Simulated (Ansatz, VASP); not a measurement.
**Two plane-wave programs on Pb3O2**

```
Pb O
1.0
     6.72987    0.00000    0.00000
    -3.36494    5.82824    0.00000
     0.00000    0.00000    3.58690
Pb O
3 2
Direct
  0.50000 0.00000 0.81375
  0.00000 0.50000 0.81375
  0.50000 0.50000 0.81375
  0.66667 0.33333 0.39118
  0.33333 0.66667 0.39118
```

Alike in both runs: functional PBE; k mesh 3 × 3 × 6; occupations gaussian, width 0.1 eV; no spin polarisation.

Ansatz relaxed the structure, and its values are those at the end. VASP's run is a single point on that final structure, the one shown.

|  | VASP | Ansatz |
| --- | --- | --- |
| version | VASP 6.6.1 | Ansatz 0.2.0 |
| potentials or method | VASP PAW PBE potentials, release 64 (Pb_d, O), cutoff 520 eV | scalar-relativistic, plane waves, PAW |
| valence electrons in the cell | 54 | 54 |

Ansatz gave:

* gap on the k mesh at the Fermi level (eV): none
* pressure (GPa): 0.1
* rms of the force components (eV/Å): 0.003

**Question.** Which values does VASP return?

**Answer.** gap on the k mesh at the Fermi level (eV): none; pressure (GPa): 0.0; rms of the force components (eV/Å): 0.005.

A gap of «none» marks a metal or a gap that the smearing closes.

Spin-orbit coupling is off throughout.
